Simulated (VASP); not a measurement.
Here is a VASP 6.6.1 calculation.

INCAR

```
SYSTEM = BN
PREC     = Accurate       ! precision mode
ENCUT    = 520            ! plane-wave cutoff, eV
EDIFF    = 1E-6           ! SCF threshold, eV
ISMEAR   = 0              ! smearing method
SIGMA    = 0.05           ! smearing width, eV
LREAL    = .False.        ! projectors in reciprocal space
LASPH    = .True.         ! aspherical terms in the spheres
NELM     = 60             ! most SCF steps
ALGO     = Normal         ! electronic algorithm
ISIF     = 2              ! what is computed and relaxed
LWAVE    = .False.        ! write WAVECAR
LCHARG   = .False.        ! write CHGCAR
GGA      = PS             ! functional
NBANDS   = 16             ! bands
```

Contents of KPOINTS:

```
Automatic mesh
0
Gamma
  12 12 6
  0 0 0
```

Contents of POSCAR:

```
BN
1.0
    2.5539396017      0.0000000000      0.0000000000
   -1.2769698009      2.2117765748      0.0000000000
    0.0000000000      0.0000000000      4.5650034000
B N
2 2
Direct
    0.6666666667      0.3333333333      0.9997240000
    0.3333333333      0.6666666667      0.4997240000
    0.6666666667      0.3333333333      0.6252760000
    0.3333333333      0.6666666667      0.1252760000
```

Potentials or basis: VASP PAW PBE potentials, release 64 (B, N).

The run is started by

```sh
$ cat potpaw_PBE.64/B/POTCAR potpaw_PBE.64/N/POTCAR > POTCAR
$ mpirun -np 1 vasp_std > vasp.out
```

Estimate the band gap on the k mesh.

4.81 eV, indirect (least direct gap 5.57 eV).

Predict the largest force.

0.511 eV/Å.

Stress tensor (GPa, compression positive):
```
 -8.23   0.00   0.00
  0.00  -8.23   0.00
  0.00   0.00 -66.07
```

Caveat: the cell differs from its parent crystal (strain +0.000 along x and y, +0.080 along z); the PAW data sets were made with another functional, which shifts forces and pressure a little. A k mesh can miss the band edges.
